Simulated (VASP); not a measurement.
A run of VASP 6.6.1:

File INCAR:

```
PREC = Accurate
ENCUT = 520
EDIFF = 1E-6
ISMEAR = 0
SIGMA = 0.1
LREAL = F
LASPH = T
NELM = 80
ALGO = Fast
ISIF = 2
LWAVE = F
LCHARG = T
GGA = PS
LELF = T
LVHAR = T
NBANDS = 39
```

KPOINTS

```
Automatic mesh
0
Gamma
  10 10 10
```

File POSCAR:

```
TiCo2
1.0
    0.0000000000      3.3087593238      3.3087593238
    3.3087593238      0.0000000000      3.3087593238
    3.3087593238      3.3087593238      0.0000000000
Ti Co
2 4
Direct
    0.5000000000      0.5000000000      0.5000000000
    0.7500000000      0.7500000000      0.7500000000
    0.1250000000      0.1250000000      0.1250000000
    0.6250000000      0.1250000000      0.1250000000
    0.1250000000      0.1250000000      0.6250000000
    0.1250000000      0.6250000000      0.1250000000
```

Potentials or basis: VASP PAW PBE potentials, release 64 (Ti_sv, Co).

The run is started by

```sh
$ cat potpaw_PBE.64/Ti_sv/POTCAR potpaw_PBE.64/Co/POTCAR > POTCAR
$ mpirun -np 1 vasp_std > vasp.out
```

Hardware: 1 thread of Intel Xeon 8259CL, with other jobs on the host.

Q: How long does it take, and how much memory?

A: Run time: 11 min on 1 thread of Intel Xeon 8259CL, on a shared host, peak memory 0.28 GiB. Counts: scf iterations 44, k points 47.
